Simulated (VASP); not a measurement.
Input of a VASP 6.6.1 run:

File POSCAR:

```
BaTiO3
1.0
    4.0039724072      0.0000000000      0.0000000000
    0.0000000000      4.0039724072      0.0000000000
    0.0000000000      0.0000000000      4.0039724072
Ba Ti O
1 1 3
Direct
    0.5000000000      0.5000000000      0.5000000000
    0.0000000000      0.0000000000      0.0000000000
    0.5000000000      0.0000000000      0.0000000000
    0.0000000000      0.5000000000      0.0000000000
    0.0000000000      0.0000000000      0.5000000000
```

File INCAR.step1:

```
SYSTEM = BaTiO3
PREC = Accurate
ENCUT = 520
ISMEAR = 0
SIGMA = 0.02
LREAL = .FALSE.
LASPH = .TRUE.
NELM = 150
LMAXMIX = 4
LDAU = .TRUE.
LDAUTYPE = 2
LDAUL = -1 2 -1
LDAUU = 0 4 0
LDAUJ = 0 0 0
NBANDS = 28
GGA = PE
ALGO = Normal
EDIFF = 1E-4
LWAVE = .TRUE.
LCHARG = .FALSE.
```

INCAR.step2

```
SYSTEM = BaTiO3
PREC = Accurate
ENCUT = 520
EDIFF = 1E-6
ISMEAR = 0
SIGMA = 0.02
LREAL = .FALSE.
LASPH = .TRUE.
NELM = 150
ALGO = Normal
ISIF = 2
LWAVE = .FALSE.
LCHARG = .TRUE.
LMAXMIX = 4
LDAU = .TRUE.
LDAUTYPE = 2
LDAUL = -1 2 -1
LDAUU = 0 4 0
LDAUJ = 0 0 0
LDAUPRINT = 1
METAGGA = R2SCAN
LMIXTAU = .TRUE.
LELF = .TRUE.
LVHAR = .TRUE.
NBANDS = 28
ISTART = 1
```

KPOINTS

```
Automatic mesh
0
G
  6 6 6
  0 0 0
```

Potentials or basis: VASP PAW PBE potentials, release 64 (Ba_sv, Ti_sv, O).

Launch:

```sh
$ cat potpaw_PBE.64/Ba_sv/POTCAR potpaw_PBE.64/Ti_sv/POTCAR potpaw_PBE.64/O/POTCAR > POTCAR
$ cp INCAR.step1 INCAR
$ mpirun -np 1 vasp_std > vasp.out
$ cp INCAR.step2 INCAR
$ mpirun -np 1 vasp_std > vasp.out
```

Question: Predict the band gap on the k mesh.

Answer: 2.66 eV, indirect (least direct gap 2.86 eV).

Question: Predict the pressure.

Answer: 3.8 GPa.

Eigenvalues of the final occupation matrices:
```tsv
site	spin	trace	eigenvalues
site 2 d	1	0.75	0.09 0.09 0.09 0.23 0.23
site 2 d	2	0.75	0.09 0.09 0.09 0.23 0.23
```

Caveat: the PAW data sets were made with another functional, which shifts forces and pressure a little; spin-orbit coupling is left out, which moves the levels of the heavy elements. A k mesh can miss the band edges.
